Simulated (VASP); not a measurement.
Input of a VASP 6.6.1 run:

The input INCAR:

```
SYSTEM = AgI
  PREC = Accurate
  ENCUT = 500
  EDIFF = 1E-6
  ISMEAR = -1
  SIGMA = 0.1
  LREAL = .FALSE.
  LASPH = .TRUE.
  NELM = 120
  ALGO = Normal
  ISIF = 2
  LWAVE = .FALSE.
  LCHARG = .TRUE.
  GGA = PE
  LELF = .TRUE.
  LVHAR = .TRUE.
  NBANDS = 26
  GGA_COMPAT = .FALSE.
```

KPOINTS

```
regular mesh
0
G
  7 7 4
  0 0 0
```

File POSCAR:

```
AgI
1.0
    4.5582000000      0.0000000000      0.0000000000
   -2.2791000000      3.9475210000      0.0000000000
    0.0000000000      0.0000000000      7.4742540000
Ag I
2 2
Direct
    0.3333000000      0.6667000000      0.0000000000
    0.6666000000      0.3333000000      0.5000000000
    0.3333000000      0.6667000000      0.3750000000
    0.6666000000      0.3333000000      0.8750000000
```

Potentials or basis: VASP PAW PBE potentials, release 64 (Ag, I).

Run with:

```console
$ cat potpaw_PBE.64/Ag/POTCAR potpaw_PBE.64/I/POTCAR > POTCAR
$ mpirun -np 1 vasp_std > vasp.out
```

(1) Estimate the largest force.

(2) Estimate the pressure.

(3) Estimate the band gap on the k mesh.

Results:

(1) 0.023 eV/Å.

(2) 2.5 GPa.

(3) 1.37 eV.

Caveat: spin-orbit coupling is left out, which moves the levels of the heavy elements.
